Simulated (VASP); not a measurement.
# HfB (Fm-3m) in VASP: further runs, part 2 of 3

VASP 6.6.1.

## (3) Electric field gradients, LDA (12.82 Å³/atom)

The input, INCAR:

```
SYSTEM = HfB
PREC = Accurate
ENCUT = 520
EDIFF = 1E-8
ISMEAR = -1
SIGMA = 0.05
LREAL = .FALSE.
LASPH = .TRUE.
NELM = 80
ALGO = Normal
ISIF = 2
LWAVE = .FALSE.
LCHARG = .FALSE.
GGA = CA
LEFG = .TRUE.
NBANDS = 14
```

The input, KPOINTS:

```
Automatic mesh
0
G
  15 15 15
  0 0 0
```

The input, POSCAR:

```
HfB
1.0
    0.0000000000      2.3403982228      2.3403982228
    2.3403982228      0.0000000000      2.3403982228
    2.3403982228      2.3403982228      0.0000000000
Hf B
1 1
Direct
    0.5000000000      0.5000000000      0.5000000000
    0.0000000000      0.0000000000      0.0000000000
```

Potentials or basis: VASP PAW LDA potentials, release 64 (Hf_pv, B).

Command:

```
cat potpaw_LDA.64/Hf_pv/POTCAR potpaw_LDA.64/B/POTCAR > POTCAR
mpirun -np 1 vasp_std > vasp.out
```

OUTCAR:

```text
SYSTEM = HfB
   PREC = Accurate
   ENCUT = 520
   EDIFF = 1E-8
   ISMEAR = -1
   LREAL = .FALSE.
   LASPH = .TRUE.
   NELM = 80
   ISIF = 2
   GGA = CA

 ion  position               nearest neighbor table
   1  0.500  0.500  0.500-   2 2.34   2 2.34   2 2.34   2 2.34   2 2.34   2 2.34
   2  0.000  0.000  0.000-   1 2.34   1 2.34   1 2.34   1 2.34   1 2.34   1 2.34

  LATTYP: Found a face centered cubic cell.
 ALAT       =     4.6807964456

  Lattice vectors:

 A1 = (   0.0000000000,   2.3403982228,   2.3403982228)
 A2 = (   2.3403982228,   0.0000000000,   2.3403982228)
 A3 = (   2.3403982228,   2.3403982228,   0.0000000000)

Analysis of symmetry for initial positions (statically):
=====================================================================
 Subroutine PRICEL returns:
 Original cell was already a primitive cell.

 Routine SETGRP: Setting up the symmetry group for a
 face centered cubic supercell.

 Subroutine GETGRP returns: Found 48 space group operations
 (whereof 48 operations were pure point group operations)
 out of a pool of 48 trial point group operations.

The static configuration has the point symmetry O_h .

Analysis of symmetry for dynamics (positions and initial velocities):
=====================================================================
 Subroutine PRICEL returns:
 Original cell was already a primitive cell.

 Routine SETGRP: Setting up the symmetry group for a
 face centered cubic supercell.

 Subroutine GETGRP returns: Found 48 space group operations
 (whereof 48 operations were pure point group operations)
 out of a pool of 48 trial point group operations.

The dynamic configuration has the point symmetry O_h .

 Subroutine INISYM returns: Found 48 space group operations
 (whereof 48 operations are pure point group operations),
 and found     1 'primitive' translations

----------------------------------------------------------------------------------------

                                     Primitive cell

  volume of cell :      25.6389

  direct lattice vectors                    reciprocal lattice vectors
     0.000000000  2.340398223  2.340398223    -0.213638856  0.213638856  0.213638856
     2.340398223  0.000000000  2.340398223     0.213638856 -0.213638856  0.213638856
     2.340398223  2.340398223  0.000000000     0.213638856  0.213638856 -0.213638856

  length of vectors
     3.309822908  3.309822908  3.309822908     0.370033354  0.370033354  0.370033354

  position of ions in fractional coordinates (direct lattice)
     0.500000000  0.500000000  0.500000000
     0.000000000  0.000000000  0.000000000

  ion indices of the primitive-cell ions
   primitive index   ion index
                 1           1
                 2           2

----------------------------------------------------------------------------------------

 KPOINTS: Automatic mesh

Automatic generation of k-mesh.
 Grid dimensions read from file:
 generate k-points for:   15   15   15

[... 80 lines left out ...]
   IALGO  =     38    algorithm
   IMIX   =      4    mixing-type and parameters
     AMIX     =   0.40;   BMIX     =  1.00
     AMIX_MAG =   1.60;   BMIX_MAG =  1.00
  volume/ion in A,a.u.               =      12.82        86.51
  Fermi-wavevector in a.u.,A,eV,Ry     =   1.305438  2.466920 23.186612  1.704168
  Thomas-Fermi vector in A             =   2.436307
   LORBIT       =      0    0 simple, 1 ext, 2 COOP (PROOUT), +10 PAW based schemes
   GGA     = CA    functional components
   LHFCALC =     F    Hartree Fock is set to
   AEXX    =    0.0000 exact exchange contribution
   IVDW    =     0    specifies the selected vdW correction
   LEPSILON=     F    determine dielectric tensor
   LRPA    =     F    only Hartree local field effects (RPA)
 non-spin polarized calculation
  energy-cutoff  :      520.00
  volume of cell :       25.64
 maximum number of plane-waves:       701
 NGX is ok and might be reduce to    28
   NGX = 13   NGY = 13   NGZ = 13

 number of electron      13.0000001 magnetization

 Free energy of the ion-electron system (eV)
  ---------------------------------------------------
  ext. energy  EPLUGINS =         0.00000000
  ---------------------------------------------------
  free energy    TOTEN  =       -18.96882982 eV

  energy without entropy =      -18.96081859  energy(sigma->0) =      -18.96482421

 E-fermi :   4.8483     XC(G=0): -12.2693

 val. band max:        4.8250618842   @ k =  -0.1333   0.2000   0.0667
 cond. band min:       4.8603571519   @ k =   0.4000   0.2667   0.1333
 fundamental gap:      0.0352952677
 Fermi energy:         4.8483335432

 k-point     1 :       0.0000    0.0000    0.0000
  band No.  band energies     occupation
      1     -23.5384      2.00000
      2     -23.5384      2.00000
      3     -23.5384      2.00000
      4      -4.4798      2.00000
      5       6.9077      0.00000
      6       6.9077      0.00000
      7       6.9077      0.00000
      8       8.6856      0.00000
      9       8.6856      0.00000
     10       8.6856      0.00000
     11       8.8419      0.00000
     12       8.8419      0.00000
     13      16.4389      0.00000
     14      17.3507      0.00000
[... 377 lines left out ...]
      1     -23.7210      2.00000
      2     -23.5958      2.00000
      3     -23.5888      2.00000
      4      -3.4421      2.00000
      5       4.3858      1.99981
      6       5.4876      0.00001
      7       6.1412      0.00000
      8       6.7291      0.00000
      9       9.1226      0.00000
     10      10.4500      0.00000
     11      11.0304      0.00000
     12      13.6670      0.00000
     13      18.6014      0.00000
     14      18.8512      0.00000

 [... further k-points ...]

------------------------ aborting loop because EDIFF is reached ----------------------------------------

  FORCE on cell =-STRESS in cart. coord.  units (eV):
  Direction    XX          YY          ZZ          XY          YZ          ZX
  --------------------------------------------------------------------------------------
  -------------------------------------------------------------------------------------
  Total        1.6441248      1.6441248      1.6441248      0.0000000     -0.0000000      0.0000000
  in kB      102.7415426    102.7415426    102.7415426      0.0000000     -0.0000000      0.0000000
  external PRESSURE =     102.7415426 kB  Pullay stress =       0.0000000 kB

 VOLUME and BASIS-vectors are now :
 -----------------------------------------------------------------------------
  energy-cutoff  :      520.00
  volume of cell :       25.64
      direct lattice vectors                 reciprocal lattice vectors
     0.000000000  2.340398223  2.340398223    -0.213638856  0.213638856  0.213638856
     2.340398223  0.000000000  2.340398223     0.213638856 -0.213638856  0.213638856
     2.340398223  2.340398223  0.000000000     0.213638856  0.213638856 -0.213638856

 POSITION                                       TOTAL-FORCE (eV/Angst)
 -----------------------------------------------------------------------------------
      2.34040      2.34040      2.34040         0.000000      0.000000     -0.000000
      0.00000      0.00000      0.00000        -0.000000     -0.000000      0.000000
 -----------------------------------------------------------------------------------
    total drift:                                0.000000      0.000000      0.000000

  FREE ENERGIE OF THE ION-ELECTRON SYSTEM (eV)
  ---------------------------------------------------
  free  energy   TOTEN  =       -18.9688298219 eV

  energy  without entropy=      -18.9608185896  energy(sigma->0) =      -18.96482421

 Electric field gradients (V/A^2)
---------------------------------------------------------------------
 ion       V_xx      V_yy      V_zz      V_xy      V_xz      V_yz
---------------------------------------------------------------------
   1      -0.000     0.000     0.000    -0.000    -0.000    -0.000
   2      -0.000    -0.000     0.000    -0.000    -0.000    -0.000
---------------------------------------------------------------------

 Electric field gradients after diagonalization (V/A^2)
 (convention: |V_zz| > |V_xx| > |V_yy|)
----------------------------------------------------------------------
 ion       V_xx      V_yy      V_zz     asymmetry (V_yy - V_xx)/ V_zz
----------------------------------------------------------------------
   1       0.000     0.000    -0.000       0.000
   2       0.000     0.000    -0.000       0.000
----------------------------------------------------------------------

           NMR quadrupolar parameters

 Cq : quadrupolar parameter    Cq=e*Q*V_zz/h
 eta: asymmetry parameters     (V_yy - V_xx)/ V_zz
 Q  : nuclear electric quadrupole moment in mb (millibarn)
----------------------------------------------------------------------
 ion       Cq(MHz)       eta       Q (mb)
----------------------------------------------------------------------
   1      -0.000       0.000       1.000
   2      -0.000       0.000       1.000
----------------------------------------------------------------------
```

OSZICAR:

```text
N       E                     dE             d eps       ncg     rms          rms(c)
DAV:   1     0.200965547389E+02    0.20097E+02   -0.69614E+03  3376   0.864E+02
DAV:   2    -0.196727371756E+02   -0.39769E+02   -0.37719E+02  4174   0.193E+02
DAV:   3    -0.206715557558E+02   -0.99882E+00   -0.99295E+00  4242   0.209E+01
DAV:   4    -0.206750576970E+02   -0.35019E-02   -0.35017E-02  3882   0.154E+00
DAV:   5    -0.206750768030E+02   -0.19106E-04   -0.19105E-04  4314   0.102E-01    0.633E+01
DAV:   6    -0.190175318995E+02    0.16575E+01   -0.27588E+00  4032   0.101E+01    0.400E+01
DAV:   7    -0.190047994192E+02    0.12732E-01   -0.10328E+00  4356   0.556E+00    0.100E+01
DAV:   8    -0.189686520396E+02    0.36147E-01   -0.11195E-01  3810   0.200E+00    0.110E+00
DAV:   9    -0.189688299565E+02   -0.17792E-03   -0.46998E-03  4134   0.496E-01    0.222E-01
DAV:  10    -0.189688305854E+02   -0.62881E-06   -0.35458E-05  4088   0.409E-02    0.572E-02
DAV:  11    -0.189688301115E+02    0.47386E-06   -0.21696E-06  4014   0.945E-03    0.329E-02
DAV:  12    -0.189688298250E+02    0.28650E-06   -0.73705E-07  4068   0.649E-03    0.648E-04
DAV:  13    -0.189688298219E+02    0.31423E-08   -0.38736E-08  4002   0.144E-03
   1 F= -.18968830E+02 E0= -.18964824E+02  d E =-.801123E-02
```

stdout:

```text
POSCAR found type information on POSCAR HfB
 POSCAR found :  2 types and       2 ions
 scaLAPACK will be used
 LDA part: xc-table for (Slater(with rela. corr.)+CA(PZ))
 , standard interpolation
 POSCAR, INCAR and KPOINTS ok, starting setup
 FFT: planning ... GRIDC
 FFT: planning ... GRID_SOFT
 FFT: planning ... GRID
 WAVECAR not read
 entering main loop
ion   1

ion   2
```

Wall time 40 s (1 thread of Intel Xeon Platinum 8375C at 2.90GHz (Ice Lake), shared host); peak memory 0.17 GiB.

What came out:

```yaml
Free_energy: -18.9688 eV
Pressure: 10.3 GPa
Band_gap_on_the_k_mesh: zero (an odd number of electrons rules out a gap without spin polarisation)
Largest_electric_field_gradient_by_atom: zero within the noise of the run
```

Caveat: the cell stands under pressure; spin-orbit coupling is left out, which moves the levels of the heavy elements.

(Part 2 of 3 ends here.)
